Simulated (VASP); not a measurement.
# Sn2TeO2 (P6/mmm) in VASP: notebook

Sn2TeO2 is run at these levels: PBE; tasks: single point.

Everything below comes from runs of VASP 6.6.1. Logs are shortened: lines on timing, memory, paths and dates and some standing lists are left out, and cuts for length are marked.

## 1. The cell of the first run

It takes space group P6/mmm (No. 191, hexagonal). The conventional cell has a = 3.821 Å, b = 3.821 Å, c = 9.141 Å, α = 90.00°, β = 90.00°, γ = 120.00°. Sn (site symmetry 6mm) has 1 Te at 2.99 Å and 7 Sn at 3.16 to 3.82 Å and 6 O at 3.72 Å within 3.9 Å. Within 3.0 Å of Te (site symmetry 6/mmm) lie 6 O at 2.21 Å and 2 Sn at 2.99 Å. Within 2.9 Å of O (site symmetry -6m2) lie 3 O at 2.21 Å and 3 Te at 2.21 Å.

The cell was generated, and may not be a known phase.

## 2. Single point, PBE

INCAR

```
SYSTEM = Sn2TeO2
  PREC = Accurate
  ENCUT = 520
  EDIFF = 1E-6
  ISMEAR = 0
  SIGMA = 0.1
  LREAL = .False.
  LASPH = .True.
  NELM = 100
  ALGO = Normal
  ISIF = 2
  LWAVE = .False.
  LCHARG = .True.
  GGA = PE
  LELF = .True.
  LVHAR = .True.
  NBANDS = 31
```

KPOINTS

```
Automatic mesh
0
Gamma
  6 6 4
  0 0 0
```

POSCAR

```
Sn2TeO2
1.0
    3.8207794430     -0.0000000025      0.0000000000
   -1.9103897194      3.3088920612      0.0000000000
    0.0000000000      0.0000000000      9.1414884245
Sn Te O
2 1 2
Direct
    0.0000000000      0.0000000000      0.3270336888
    0.0000000000      0.0000000000      0.6729663112
    0.0000000000      0.0000000000      0.0000000000
    0.3333333333      0.6666666667      0.0000000000
    0.6666666667      0.3333333333      0.0000000000
```

Potentials or basis: VASP PAW PBE potentials, release 64 (Sn_d, Te, O).

Run with:

```sh
$ cat potpaw_PBE.64/Sn_d/POTCAR potpaw_PBE.64/Te/POTCAR potpaw_PBE.64/O/POTCAR > POTCAR
$ mpirun -np 1 vasp_std > vasp.out
```

OUTCAR:

```text
SYSTEM = Sn2TeO2
   PREC = Accurate
   ENCUT = 520
   EDIFF = 1E-6
   ISMEAR = 0
   LREAL = .False.
   LASPH = .True.
   NELM = 100
   ISIF = 2
   GGA = PE

 ion  position               nearest neighbor table
   1  0.000  0.000  0.327-   3 2.99   2 3.16
   2  0.000  0.000  0.673-   3 2.99   1 3.16
   3  0.000  0.000  0.000-   4 2.21   5 2.21   5 2.21   4 2.21   5 2.21   4 2.21   1 2.99   2 2.99

   4  0.333  0.667  0.000-   3 2.21   3 2.21   3 2.21
   5  0.667  0.333  0.000-   3 2.21   3 2.21   3 2.21

  LATTYP: Found a hexagonal cell.
 ALAT       =     3.8207794430
 C/A-ratio  =     2.3925716103

  Lattice vectors:

 A1 = (   3.8207794430,  -0.0000000025,   0.0000000000)
 A2 = (  -1.9103897194,   3.3088920612,   0.0000000000)
 A3 = (   0.0000000000,   0.0000000000,   9.1414884245)

Analysis of symmetry for initial positions (statically):
=====================================================================
 Subroutine PRICEL returns:
 Original cell was already a primitive cell.

 Routine SETGRP: Setting up the symmetry group for a
 hexagonal supercell.

 Subroutine GETGRP returns: Found 24 space group operations
 (whereof 24 operations were pure point group operations)
 out of a pool of 24 trial point group operations.

The static configuration has the point symmetry D_6h.

Analysis of symmetry for dynamics (positions and initial velocities):
=====================================================================
 Subroutine PRICEL returns:
 Original cell was already a primitive cell.

 Routine SETGRP: Setting up the symmetry group for a
 hexagonal supercell.

 Subroutine GETGRP returns: Found 24 space group operations
 (whereof 24 operations were pure point group operations)
 out of a pool of 24 trial point group operations.

The dynamic configuration has the point symmetry D_6h.

 Subroutine INISYM returns: Found 24 space group operations
 (whereof 24 operations are pure point group operations),
 and found     1 'primitive' translations

----------------------------------------------------------------------------------------

                                     Primitive cell

  volume of cell :     115.5717

  direct lattice vectors                    reciprocal lattice vectors
     3.820779443 -0.000000003  0.000000000     0.261726701  0.151107981  0.000000000
    -1.910389719  3.308892061  0.000000000     0.000000000  0.302215963  0.000000000
     0.000000000  0.000000000  9.141488425     0.000000000  0.000000000  0.109391376

  length of vectors
     3.820779443  3.820779443  9.141488425     0.302215963  0.302215963  0.109391376

  position of ions in fractional coordinates (direct lattice)
     0.000000000  0.000000000  0.327033689
     0.000000000  0.000000000  0.672966311
     0.000000000  0.000000000  0.000000000
     0.333333333  0.666666667  0.000000000
     0.666666667  0.333333333  0.000000000

  ion indices of the primitive-cell ions
   primitive index   ion index
                 1           1
                 2           2
                 3           3
                 4           4
                 5           5

----------------------------------------------------------------------------------------

 KPOINTS: Automatic mesh

Automatic generation of k-mesh.
 Grid dimensions read from file:
 generate k-points for:    6    6    4

 Generating k-lattice:

  Cartesian coordinates                     Fractional coordinates (reciprocal lattice)
     0.043621117  0.025184664  0.000000000     0.166666667  0.000000000  0.000000000
     0.000000000  0.050369327  0.000000000    -0.000000000  0.166666667  0.000000000
     0.000000000  0.000000000  0.027347844     0.000000000  0.000000000  0.250000000

  Length of vectors
     0.050369327  0.050369327  0.027347844

  Shift w.r.t. Gamma in fractional coordinates (k-lattice)
     0.000000000  0.000000000  0.000000000

 Subroutine IBZKPT returns following result:
 ===========================================

 Found     21 irreducible k-points:

 Following reciprocal coordinates:
            Coordinates               Weight
  0.000000  0.000000  0.000000      1.000000
  0.166667  0.000000  0.000000      6.000000
  0.333333  0.000000  0.000000      6.000000
  0.500000  0.000000  0.000000      3.000000
  0.166667  0.166667  0.000000      6.000000
  0.333333  0.166667  0.000000     12.000000
[... 13 lines left out ...]
  0.333333  0.166667  0.500000     12.000000
  0.333333  0.333333  0.500000      2.000000
   k-points           NKPTS =     21   k-points in BZ     NKDIM =     21   number of bands    NBANDS=     31
   number of dos      NEDOS =    301   number of ions     NIONS =      5
   total plane-waves  NPLWV =  54880
   dimension x,y,z NGX =    28 NGY =   28 NGZ =   70
   dimension x,y,z NGXF=    56 NGYF=   56 NGZF=  140
   ions per type =               2   1   2
   NGX,Y,Z   is equivalent  to a cutoff of  12.18, 12.18, 12.73 a.u.
   NGXF,Y,Z  is equivalent  to a cutoff of  24.37, 24.37, 25.46 a.u.
 SYSTEM =  Sn2TeO2
   PREC   = accura    normal or accurate (medium, high low for compatibility)
   ISTART =      0    job   : 0-new  1-cont  2-samecut
   ICHARG =      2    charge: 1-file 2-atom 10-const
   ISPIN  =      1    spin polarized calculation?
   LNONCOLLINEAR =      F non collinear calculations
   LSORBIT =      F    spin-orbit coupling
   LASPH  =      T    aspherical Exc in radial PAW
   ENCUT  =  520.0 eV  38.22 Ry    6.18 a.u.   7.10  7.10 17.00*2*pi/ulx,y,z
   NELM   =    100;   NELMIN=  2; NELMDL= -5     # of ELM steps
   EDIFF  = 0.1E-05   stopping-criterion for ELM
   LREAL  =      F    real-space projection
   EDIFFG = 0.1E-04   stopping-criterion for IOM
   NSW    =      0    number of steps for IOM
   IBRION =     -1    ionic relax: 0-MD 1-quasi-New 2-CG
   NFREE  =      0    steps in history (QN), initial steepest desc. (CG)
   ISIF   =      2    stress and relaxation
   ISYM   =      2    0-nonsym 1-usesym 2-fastsym
   POTIM  = 0.5000    time-step for ionic-motion
   TEBEG  =    0.0;   TEEND  =   0.0 temperature during run
   PSTRESS=    0.0 pullay stress
   NELECT =      46.0000    total number of electrons
   NUPDOWN=      -1.0000    fix difference up-down
   EMIN   =  10.00;   EMAX   =-10.00  energy-range for DOS
   EFERMI =   0.00;   METHOD = LEGACY
   ISMEAR =     0;   SIGMA  =   0.10  broadening in eV -4-tet -1-fermi 0-gaus
   EFERMI_NEDOS =   21; number of points for ismear=-14 and -15
   IALGO  =     38    algorithm
   IMIX   =      4    mixing-type and parameters
     AMIX     =   0.40;   BMIX     =  1.00
     AMIX_MAG =   1.60;   BMIX_MAG =  1.00
  volume/ion in A,a.u.               =      23.11       155.98
  Fermi-wavevector in a.u.,A,eV,Ry     =   1.204232  2.275669 19.730835  1.450175
  Thomas-Fermi vector in A             =   2.339963
   LORBIT       =      0    0 simple, 1 ext, 2 COOP (PROOUT), +10 PAW based schemes
   GGA     = PE    functional components
   LHFCALC =     F    Hartree Fock is set to
   AEXX    =    0.0000 exact exchange contribution
   IVDW    =     0    specifies the selected vdW correction
   LEPSILON=     F    determine dielectric tensor
   LRPA    =     F    only Hartree local field effects (RPA)
 non-spin polarized calculation
 Gauss-broadening in eV      SIGMA  =   0.10
  energy-cutoff  :      520.00
  volume of cell :      115.57
 maximum number of plane-waves:      3144
   NGX = 15   NGY = 15   NGZ = 33

 number of electron      45.9999997 magnetization

 Free energy of the ion-electron system (eV)
  ---------------------------------------------------
  ext. energy  EPLUGINS =         0.00000000
  ---------------------------------------------------
  free energy    TOTEN  =       -20.25092623 eV

  energy without entropy =      -20.22536511  energy(sigma->0) =      -20.23814567

 E-fermi :   5.2601     XC(G=0):  -9.4703

 val. band max:        5.1766380181   @ k =   0.3333   0.1667   0.2500
 cond. band min:       5.2639968871   @ k =   0.3333   0.0000   0.5000
 fundamental gap:      0.0873588689
 Fermi energy:         5.2601227714

 k-point     1 :       0.0000    0.0000    0.0000
  band No.  band energies     occupation
      1     -16.2836      2.00000
      2     -16.2556      2.00000
      3     -16.2556      2.00000
      4     -16.2510      2.00000
      5     -16.2510      2.00000
      6     -16.2080      2.00000
[... 23 lines left out ...]
     30      11.9351      0.00000
     31      12.7404      0.00000

 k-point     2 :       0.1667    0.0000    0.0000
  band No.  band energies     occupation
      1     -16.2782      2.00000
      2     -16.2556      2.00000
      3     -16.2518      2.00000
      4     -16.2457      2.00000
      5     -16.2414      2.00000
      6     -16.2129      2.00000
[... 23 lines left out ...]
     30      11.8096      0.00000
     31      12.5616      0.00000

 k-point     3 :       0.3333    0.0000    0.0000
  band No.  band energies     occupation
      1     -16.2741      2.00000
      2     -16.2543      2.00000
      3     -16.2494      2.00000
      4     -16.2259      2.00000
      5     -16.2225      2.00000
      6     -16.2220      2.00000
[... 23 lines left out ...]
     30      11.5427      0.00000
     31      11.6326      0.00000

 k-point     4 :       0.5000    0.0000    0.0000
  band No.  band energies     occupation
      1     -16.2749      2.00000
      2     -16.2559      2.00000
      3     -16.2436      2.00000
      4     -16.2272      2.00000
      5     -16.2159      2.00000
      6     -16.2127      2.00000
[... 23 lines left out ...]
     30      11.3607      0.00000
     31      11.5741      0.00000

 k-point     5 :       0.1667    0.1667    0.0000
  band No.  band energies     occupation
      1     -16.2703      2.00000
      2     -16.2547      2.00000
      3     -16.2499      2.00000
      4     -16.2319      2.00000
      5     -16.2303      2.00000
      6     -16.2192      2.00000
[... 23 lines left out ...]
     30      11.6076      0.00000
     31      12.8493      0.00000
[... 440 lines left out ...]
     30      10.4839      0.00000
     31      11.0918      0.00000

 k-point    19 :       0.1667    0.1667    0.5000
  band No.  band energies     occupation
      1     -16.2681      2.00000
      2     -16.2547      2.00000
      3     -16.2500      2.00000
      4     -16.2317      2.00000
      5     -16.2303      2.00000
      6     -16.2187      2.00000
[... 23 lines left out ...]
     30      11.8620      0.00000
     31      12.4063      0.00000

 k-point    20 :       0.3333    0.1667    0.5000
  band No.  band energies     occupation
      1     -16.2653      2.00000
      2     -16.2474      2.00000
      3     -16.2455      2.00000
      4     -16.2243      2.00000
      5     -16.2223      2.00000
      6     -16.2197      2.00000
[... 23 lines left out ...]
     30      11.0217      0.00000
     31      11.7178      0.00000

 k-point    21 :       0.3333    0.3333    0.5000
  band No.  band energies     occupation
      1     -16.2563      2.00000
      2     -16.2350      2.00000
      3     -16.2350      2.00000
      4     -16.2308      2.00000
      5     -16.2308      2.00000
      6     -16.2209      2.00000
[... 23 lines left out ...]
     30      11.2254      0.00000
     31      11.2782      0.00000

------------------------ aborting loop because EDIFF is reached ----------------------------------------

  FORCE on cell =-STRESS in cart. coord.  units (eV):
  Direction    XX          YY          ZZ          XY          YZ          ZX
  --------------------------------------------------------------------------------------
  -------------------------------------------------------------------------------------
  Total       -0.2881960     -0.2881960      0.0010710      0.0000000      0.0000000      0.0000000
  in kB       -3.9952790     -3.9952790      0.0148470      0.0000000      0.0000000      0.0000000
  external PRESSURE =      -2.6585703 kB  Pullay stress =       0.0000000 kB

 VOLUME and BASIS-vectors are now :
 -----------------------------------------------------------------------------
  energy-cutoff  :      520.00
  volume of cell :      115.57
      direct lattice vectors                 reciprocal lattice vectors
     3.820779443 -0.000000003  0.000000000     0.261726701  0.151107981  0.000000000
    -1.910389719  3.308892061  0.000000000     0.000000000  0.302215963  0.000000000
     0.000000000  0.000000000  9.141488425     0.000000000  0.000000000  0.109391376

 POSITION                                       TOTAL-FORCE (eV/Angst)
 -----------------------------------------------------------------------------------
      0.00000      0.00000      2.98957         0.000000      0.000000     -0.012964
      0.00000      0.00000      6.15191         0.000000     -0.000000      0.012964
      0.00000      0.00000      0.00000        -0.000000     -0.000000      0.000000
      0.00000      2.20593      0.00000        -0.000000     -0.000000      0.000000
      1.91039      1.10296      0.00000         0.000000      0.000000     -0.000000
 -----------------------------------------------------------------------------------
    total drift:                                0.000000     -0.000000      0.000000

  FREE ENERGIE OF THE ION-ELECTRON SYSTEM (eV)
  ---------------------------------------------------
  free  energy   TOTEN  =       -20.2509262290 eV

  energy  without entropy=      -20.2253651092  energy(sigma->0) =      -20.23814567
```

Run time: 46 s. Hardware: 1 thread of Intel Xeon 6975P-C (Granite Rapids), shared host; peak memory 0.26 GiB.

Results:

- Free energy: -20.2509 eV
- Pressure: -0.3 GPa
- Largest force: 0.013 eV/Å
- Band gap on the k mesh: zero (bands 23 and 24 overlap by 2.84 eV)

Forces on the atoms (eV/Å):
```
Sn   0.000  0.000 -0.013
Sn   0.000  0.000  0.013
Te   0.000  0.000  0.000
O    0.000  0.000  0.000
O    0.000  0.000  0.000
```

Stress tensor (GPa, compression positive):
```
-0.40  0.00  0.00
 0.00 -0.40  0.00
 0.00  0.00  0.00
```

Levels at points of the mesh, in eV from the Fermi level:
```
           k point  band 20  band 21  band 22  band 23  band 24  band 25  band 26  band 27
(0.00, 0.00, 0.00)    -4.11    -1.13    -0.56     0.62     3.88     3.88     4.88     4.88
(0.50, 0.00, 0.00)    -1.95    -0.99    -0.73    -0.35    -0.19     1.23     2.12     3.09
(0.00, 0.00, 0.50)    -4.11    -1.05    -0.56     2.65     2.87     3.87     3.87     4.81
(0.50, 0.00, 0.50)    -1.86    -1.18    -1.07    -0.23    -0.19     2.07     3.16     3.38
```

Caveat: spin-orbit coupling is left out, which moves the levels of the heavy elements.

(Continued in part 2 of 2.)

The gap in the log of VASP goes by the Fermi energy; the results here count the filled bands.